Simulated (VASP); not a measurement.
# Ge (P6_3/mmc) in VASP: a series of runs, part 2 of 2

VASP 6.6.1. The steps go on from the part before.

## Step 3: Single point, r2SCAN

This run uses another cell than the first one, of the same volume but with other edges.

POSCAR reads:

```
Ge
1.0
    4.0642124333      0.0000000000      0.0000000000
   -2.0321062167      3.5197111833      0.0000000000
    0.0000000000      0.0000000000      6.3847785004
Ge
4
Direct
    0.6666666667      0.3333333333      0.0629010000
    0.3333333333      0.6666666667      0.5629010000
    0.6666666667      0.3333333333      0.4370990000
    0.3333333333      0.6666666667      0.9370990000
```

INCAR.step1 reads:

```
SYSTEM = Ge
PREC     = Accurate       ! precision mode
ENCUT    = 550            ! plane-wave cutoff, eV
ISMEAR   = -1             ! smearing method
SIGMA    = 0.15           ! smearing width, eV
LREAL    = .False.        ! projectors in reciprocal space
LASPH    = .True.         ! aspherical terms in the spheres
NELM     = 120            ! most SCF steps
NBANDS   = 36             ! bands
GGA      = PE             ! functional
ALGO     = Normal         ! electronic algorithm
EDIFF    = 1E-5           ! SCF threshold, eV
LWAVE    = .True.         ! write WAVECAR
LCHARG   = .False.        ! write CHGCAR
GGA_COMPAT= .False.
```

INCAR.step2 reads:

```
SYSTEM = Ge
PREC     = Accurate       ! precision mode
ENCUT    = 550            ! plane-wave cutoff, eV
EDIFF    = 1E-6           ! SCF threshold, eV
ISMEAR   = -1             ! smearing method
SIGMA    = 0.15           ! smearing width, eV
LREAL    = .False.        ! projectors in reciprocal space
LASPH    = .True.         ! aspherical terms in the spheres
NELM     = 120            ! most SCF steps
ALGO     = Normal         ! electronic algorithm
ISIF     = 2              ! what is computed and relaxed
LWAVE    = .False.        ! write WAVECAR
LCHARG   = .False.        ! write CHGCAR
METAGGA  = R2SCAN         ! meta-GGA
LMIXTAU  = .True.       
NBANDS   = 36             ! bands
ISTART   = 1            
GGA_COMPAT= .False.
```

KPOINTS reads:

```
Automatic mesh
0
Gamma
  10 10 6
  0 0 0
```

Potentials or basis: VASP PAW PBE potentials, release 64 (Ge_d).

The run is started by

```
cat potpaw_PBE.64/Ge_d/POTCAR > POTCAR
cp INCAR.step1 INCAR
mpirun -np 1 vasp_std > vasp.out
cp INCAR.step2 INCAR
mpirun -np 1 vasp_std > vasp.out
```

OUTCAR:

```text
SYSTEM = Ge
   PREC = Accurate
   ENCUT = 550
   EDIFF = 1E-6
   ISMEAR = -1
   LREAL = .False.
   LASPH = .True.
   NELM = 120
   ISIF = 2
   METAGGA = R2SCAN
   ISTART = 1

 ion  position               nearest neighbor table
   1  0.667  0.333  0.063-   3 2.39   4 2.48   4 2.48   4 2.48
   2  0.333  0.667  0.563-   4 2.39   3 2.48   3 2.48   3 2.48
   3  0.667  0.333  0.437-   1 2.39   2 2.48   2 2.48   2 2.48
   4  0.333  0.667  0.937-   2 2.39   1 2.48   1 2.48   1 2.48

  LATTYP: Found a hexagonal cell.
 ALAT       =     4.0642124333
 C/A-ratio  =     1.5709755839

  Lattice vectors:

 A1 = (   4.0642124333,   0.0000000000,   0.0000000000)
 A2 = (  -2.0321062167,   3.5197111833,   0.0000000000)
 A3 = (   0.0000000000,   0.0000000000,   6.3847785004)

Analysis of symmetry for initial positions (statically):
=====================================================================
 Subroutine PRICEL returns:
 Original cell was already a primitive cell.

 Routine SETGRP: Setting up the symmetry group for a
 hexagonal supercell.

 Subroutine GETGRP returns: Found 24 space group operations
 (whereof 12 operations were pure point group operations)
 out of a pool of 24 trial point group operations.

The static configuration has the point symmetry D_3d.
 The point group associated with its full space group is D_6h.

Analysis of symmetry for dynamics (positions and initial velocities):
=====================================================================
 Subroutine PRICEL returns:
 Original cell was already a primitive cell.

 Routine SETGRP: Setting up the symmetry group for a
 hexagonal supercell.

 Subroutine GETGRP returns: Found 24 space group operations
 (whereof 12 operations were pure point group operations)
 out of a pool of 24 trial point group operations.

The dynamic configuration has the point symmetry D_3d.
 The point group associated with its full space group is D_6h.

 Subroutine INISYM returns: Found 24 space group operations
 (whereof 12 operations are pure point group operations),
 and found     1 'primitive' translations

----------------------------------------------------------------------------------------

                                     Primitive cell

  volume of cell :      91.3333

  direct lattice vectors                    reciprocal lattice vectors
     4.064212433  0.000000000  0.000000000     0.246050131  0.142057110  0.000000000
    -2.032106217  3.519711183  0.000000000     0.000000000  0.284114221  0.000000000
     0.000000000  0.000000000  6.384778500     0.000000000  0.000000000  0.156622505

  length of vectors
     4.064212433  4.064212407  6.384778500     0.284114219  0.284114221  0.156622505

  position of ions in fractional coordinates (direct lattice)
     0.666666667  0.333333333  0.062901000
     0.333333333  0.666666667  0.562901000
     0.666666667  0.333333333  0.437099000
     0.333333333  0.666666667  0.937099000

  ion indices of the primitive-cell ions
   primitive index   ion index
                 1           1
                 2           2
                 3           3
                 4           4

----------------------------------------------------------------------------------------

 KPOINTS: Automatic mesh

Automatic generation of k-mesh.
 Grid dimensions read from file:
 generate k-points for:   10   10    6

 Generating k-lattice:

  Cartesian coordinates                     Fractional coordinates (reciprocal lattice)
     0.024605013  0.014205711  0.000000000     0.100000000  0.000000000  0.000000000
     0.000000000  0.028411422  0.000000000     0.000000000  0.100000000  0.000000000
     0.000000000  0.000000000  0.026103751     0.000000000  0.000000000  0.166666667

  Length of vectors
     0.028411422  0.028411422  0.026103751

  Shift w.r.t. Gamma in fractional coordinates (k-lattice)
     0.000000000  0.000000000  0.000000000

 Subroutine IBZKPT returns following result:
 ===========================================

 Found     56 irreducible k-points:

 Following reciprocal coordinates:
            Coordinates               Weight
  0.000000  0.000000  0.000000      1.000000
  0.100000  0.000000  0.000000      6.000000
  0.200000  0.000000  0.000000      6.000000
  0.300000  0.000000  0.000000      6.000000
  0.400000  0.000000  0.000000      6.000000
  0.500000  0.000000  0.000000      3.000000
[... 16 lines left out ...]
  0.300000  0.100000  0.166667     24.000000
  0.400000  0.100000  0.166667     24.000000
 [... further k-points ...]
   k-points           NKPTS =     56   k-points in BZ     NKDIM =     56   number of bands    NBANDS=     36
   number of dos      NEDOS =    301   number of ions     NIONS =      4
   total plane-waves  NPLWV =  51200
   dimension x,y,z NGX =    32 NGY =   32 NGZ =   50
   dimension x,y,z NGXF=    64 NGYF=   64 NGZF=  100
   ions per type =               4
   NGX,Y,Z   is equivalent  to a cutoff of  13.09, 13.09, 13.02 a.u.
   NGXF,Y,Z  is equivalent  to a cutoff of  26.18, 26.18, 26.04 a.u.
 SYSTEM =  Ge
   PREC   = accura    normal or accurate (medium, high low for compatibility)
   ISTART =      1    job   : 0-new  1-cont  2-samecut
   ICHARG =      0    charge: 1-file 2-atom 10-const
   ISPIN  =      1    spin polarized calculation?
   LNONCOLLINEAR =      F non collinear calculations
   LSORBIT =      F    spin-orbit coupling
   LASPH  =      T    aspherical Exc in radial PAW
   ENCUT  =  550.0 eV  40.42 Ry    6.36 a.u.   7.77  7.77 12.21*2*pi/ulx,y,z
   NELM   =    120;   NELMIN=  2; NELMDL=  0     # of ELM steps
   EDIFF  = 0.1E-05   stopping-criterion for ELM
   LREAL  =      F    real-space projection
   EDIFFG = 0.1E-04   stopping-criterion for IOM
   NSW    =      0    number of steps for IOM
   IBRION =     -1    ionic relax: 0-MD 1-quasi-New 2-CG
   NFREE  =      0    steps in history (QN), initial steepest desc. (CG)
   ISIF   =      2    stress and relaxation
   ISYM   =      2    0-nonsym 1-usesym 2-fastsym
   POTIM  = 0.5000    time-step for ionic-motion
   TEBEG  =    0.0;   TEEND  =   0.0 temperature during run
   PSTRESS=    0.0 pullay stress
   NELECT =      56.0000    total number of electrons
   NUPDOWN=      -1.0000    fix difference up-down
   EMIN   =  10.00;   EMAX   =-10.00  energy-range for DOS
   EFERMI =   0.00;   METHOD = LEGACY
   ISMEAR =    -1;   SIGMA  =   0.15  broadening in eV -4-tet -1-fermi 0-gaus
   EFERMI_NEDOS =   21; number of points for ismear=-14 and -15
   IALGO  =     38    algorithm
   IMIX   =      4    mixing-type and parameters
     AMIX     =   0.40;   BMIX     =  1.00
     AMIX_MAG =   1.60;   BMIX_MAG =  1.00
  volume/ion in A,a.u.               =      22.83       154.09
  Fermi-wavevector in a.u.,A,eV,Ry     =   1.390788  2.628209 26.317649  1.934293
  Thomas-Fermi vector in A             =   2.514690
   LORBIT       =      0    0 simple, 1 ext, 2 COOP (PROOUT), +10 PAW based schemes
   METAGGA = R2SCAN    functional components
   LHFCALC =     F    Hartree Fock is set to
   AEXX    =    0.0000 exact exchange contribution
   IVDW    =     0    specifies the selected vdW correction
   LEPSILON=     F    determine dielectric tensor
   LRPA    =     F    only Hartree local field effects (RPA)
 non-spin polarized calculation
  energy-cutoff  :      550.00
  volume of cell :       91.33
 maximum number of plane-waves:      2700
 NGX is ok and might be reduce to    32

 number of electron      56.0000002 magnetization

 Free energy of the ion-electron system (eV)
  ---------------------------------------------------
  ext. energy  EPLUGINS =         0.00000000
  ---------------------------------------------------
  free energy    TOTEN  =       -55.33075321 eV

  energy without entropy =      -55.31531677  energy(sigma->0) =      -55.32303499

 E-fermi :   4.8416     XC(G=0): -10.7671

 val. band max:        4.6975680004   @ k =   0.1000   0.0000   0.0000
 cond. band min:       4.9039862569   @ k =   0.0000   0.0000   0.3333
 fundamental gap:      0.2064182565
 Fermi energy:         4.8415533051

 k-point     1 :       0.0000    0.0000    0.0000
  band No.  band energies     occupation
      1     -20.8030      2.00000
      2     -20.7920      2.00000
      3     -20.7920      2.00000
      4     -20.7796      2.00000
      5     -20.7410      2.00000
      6     -20.7410      2.00000
[... 28 lines left out ...]
     35       9.6201      0.00000
     36      11.3182      0.00000
[... 866 lines left out ...]
      6     -20.7087      2.00000
[... 28 lines left out ...]
     35      13.1593      0.00000
     36      13.6882      0.00000

 [... further k-points ...]
[... 5 lines left out ...]
  --------------------------------------------------------------------------------------
  -------------------------------------------------------------------------------------
  Total       -1.6209334     -1.6209334      4.0013906      0.0000000      0.0000000      0.0000000
  in kB      -28.4345593    -28.4345589     70.1927512      0.0000000      0.0000000      0.0000000
  external PRESSURE =       4.4412110 kB  Pullay stress =       0.0000000 kB

 VOLUME and BASIS-vectors are now :
 -----------------------------------------------------------------------------
  energy-cutoff  :      550.00
  volume of cell :       91.33
      direct lattice vectors                 reciprocal lattice vectors
     4.064212433  0.000000000  0.000000000     0.246050131  0.142057110  0.000000000
    -2.032106217  3.519711183  0.000000000     0.000000000  0.284114221  0.000000000
     0.000000000  0.000000000  6.384778500     0.000000000  0.000000000  0.156622505

 POSITION                                       TOTAL-FORCE (eV/Angst)
 -----------------------------------------------------------------------------------
      2.03211      1.17324      0.40161        -0.000000     -0.000000     -0.537053
     -0.00000      2.34647      3.59400         0.000000      0.000000     -0.537053
      2.03211      1.17324      2.79078        -0.000000     -0.000000      0.537053
     -0.00000      2.34647      5.98317        -0.000000      0.000000      0.537053
 -----------------------------------------------------------------------------------
    total drift:                                0.000000     -0.000000      0.000000

  FREE ENERGIE OF THE ION-ELECTRON SYSTEM (eV)
  ---------------------------------------------------
  free  energy   TOTEN  =       -55.3307532116 eV

  energy  without entropy=      -55.3153167733  energy(sigma->0) =      -55.32303499
```

Run time: 13 min. Hardware: 1 thread of Oxide Virtual Turin-like, shared host; peak memory 0.28 GiB.

What came out:

| Item | Value |
| --- | --- |
| Free energy | -55.3308 eV |
| Pressure | 0.4 GPa |
| Largest force | 0.537 eV/Å |
| Band gap on the k mesh | zero (bands 28 and 29 overlap by 0.24 eV) |

Forces on the atoms (eV/Å):
```
Ge   0.000  0.000 -0.537
Ge   0.000  0.000 -0.537
Ge   0.000  0.000  0.537
Ge   0.000  0.000  0.537
```

Stress tensor (GPa, compression positive):
```
-2.84  0.00  0.00
 0.00 -2.84  0.00
 0.00  0.00  7.02
```

Levels at points of the mesh, in eV from the Fermi level:
| k point | band 26 | band 27 | band 28 | band 29 | band 30 | band 31 |
| --- | --- | --- | --- | --- | --- | --- |
| (0.00, 0.00, 0.00) | -0.37 | -0.23 | 0.08 | 0.08 | 0.36 | 2.06 |
| (0.50, 0.00, 0.00) | -3.45 | -3.05 | -1.48 | 0.44 | 2.01 | 3.67 |
| (0.00, 0.00, 0.50) | -1.15 | -1.15 | -1.15 | 0.57 | 0.57 | 3.37 |
| (0.50, 0.00, 0.50) | -2.67 | -2.57 | -2.57 | 0.71 | 0.71 | 2.49 |

Caveat: the stress differs along the axes, from -3 to 7 GPa; semilocal functionals underestimate gaps, and a narrow one can read as zero; the PAW data sets were made with another functional, which shifts forces and pressure a little.

## Step 4: Single point, r2SCAN

This run uses another cell than the first one, of the same volume but with other edges.

POSCAR reads:

```
Ge
1.0
    4.1308388667      0.0000000000      0.0000000000
   -2.0654194333      3.5774113667      0.0000000000
    0.0000000000      0.0000000000      6.1804788762
Ge
4
Direct
    0.6666666667      0.3333333333      0.0629010000
    0.3333333333      0.6666666667      0.5629010000
    0.6666666667      0.3333333333      0.4370990000
    0.3333333333      0.6666666667      0.9370990000
```

INCAR.step1 reads:

```
PREC     = Accurate       # precision mode
ENCUT    = 550            # plane-wave cutoff, eV
ISMEAR   = -1             # smearing method
SIGMA    = 0.15           # smearing width, eV
LREAL    = False          # projectors in reciprocal space
LASPH    = True           # aspherical terms in the spheres
NELM     = 120            # most SCF steps
NBANDS   = 36             # bands
GGA      = PE             # functional
ALGO     = Normal         # electronic algorithm
EDIFF    = 1E-5           # SCF threshold, eV
LWAVE    = True           # write WAVECAR
LCHARG   = False          # write CHGCAR
GGA_COMPAT= False
```

INCAR.step2 reads:

```
PREC     = Accurate       # precision mode
ENCUT    = 550            # plane-wave cutoff, eV
EDIFF    = 1E-6           # SCF threshold, eV
ISMEAR   = -1             # smearing method
SIGMA    = 0.15           # smearing width, eV
LREAL    = False          # projectors in reciprocal space
LASPH    = True           # aspherical terms in the spheres
NELM     = 120            # most SCF steps
ALGO     = Normal         # electronic algorithm
ISIF     = 2              # what is computed and relaxed
LWAVE    = False          # write WAVECAR
LCHARG   = False          # write CHGCAR
METAGGA  = R2SCAN         # meta-GGA
LMIXTAU  = True         
NBANDS   = 36             # bands
ISTART   = 1            
GGA_COMPAT= False
```

KPOINTS reads:

```
Automatic mesh
0
Gamma
  10 10 6
```

The run is started by

```
cat potpaw_PBE.64/Ge_d/POTCAR > POTCAR
cp INCAR.step1 INCAR
mpirun -np 1 vasp_std > vasp.out
cp INCAR.step2 INCAR
mpirun -np 1 vasp_std > vasp.out
```

It took 15 min on 1 thread of Oxide Virtual Turin-like, shared host; peak memory 0.27 GiB.

It converged, with:

```yaml
Free_energy: -55.0476 eV
Pressure: 1.6 GPa
Largest_force: 1.261 eV/Å
Band_gap_on_the_k_mesh: zero (bands 28 and 29 overlap by 0.44 eV)
```

Forces in eV/Å, atoms in the order of the input:
```
Ge   0.000  0.000 -1.261
Ge   0.000  0.000 -1.261
Ge   0.000  0.000  1.261
Ge   0.000  0.000  1.261
```

Stress tensor (GPa, compression positive):
```
-5.40  0.00  0.00
 0.00 -5.40  0.00
 0.00  0.00 15.46
```

Levels at points of the mesh, in eV from the Fermi level:
| k point | band 24 | band 25 | band 26 | band 27 | band 28 | band 29 | band 30 | band 31 | band 32 | band 33 |
| --- | --- | --- | --- | --- | --- | --- | --- | --- | --- | --- |
| (0.00, 0.00, 0.00) | -2.05 | -2.05 | -0.72 | -0.20 | 0.23 | 0.23 | 0.38 | 1.87 | 1.87 | 4.35 |
| (0.50, 0.00, 0.00) | -6.49 | -4.86 | -3.53 | -3.04 | -1.24 | 0.30 | 2.22 | 3.57 | 4.02 | 6.16 |
| (0.00, 0.00, 0.50) | -4.69 | -1.22 | -1.22 | -1.22 | -1.22 | 0.42 | 0.42 | 3.33 | 3.33 | 3.33 |
| (0.50, 0.00, 0.50) | -8.03 | -2.65 | -2.65 | -2.30 | -2.30 | 0.80 | 0.80 | 2.84 | 2.84 | 6.59 |

Caveat: the stress differs along the axes, from -5 to 15 GPa; semilocal functionals underestimate gaps, and a narrow one can read as zero; the PAW data sets were made with another functional, which shifts forces and pressure a little.

## Step 5: The runs side by side

```tsv
cell	gap on the mesh (eV)	pressure (GPa)	largest force (eV/Å)
a = 3.998, b = 3.998, c = 6.599 Å, angles 90.0, 90.0, 120.0°, 4 atoms	0.07	0.1	0.01
a = 4.064, b = 4.064, c = 6.385 Å, angles 90.0, 90.0, 120.0°, 4 atoms	none	0.4	0.54
a = 4.131, b = 4.131, c = 6.180 Å, angles 90.0, 90.0, 120.0°, 4 atoms	none	1.6	1.26
```

Alike in all rows: task single point; level r2SCAN; potentials or basis VASP PAW PBE potentials, release 64 (Ge_d); no spin polarisation; k mesh 10 × 10 × 6; cutoff (eV) 550; smearing fermi-dirac 0.15 eV.

Caveats: the PAW data sets were made with another functional, which shifts forces and pressure a little; semilocal functionals underestimate gaps, and a narrow one can read as zero (at least some runs); the stress differs along the axes, from -3 to 7 GPa (at least some runs); the stress differs along the axes, from -5 to 15 GPa (at least some runs).

Total energies depend on the potentials used, so only differences within one code and one set of settings carry meaning.

The gap in the log of VASP goes by the Fermi energy; the results here count the filled bands.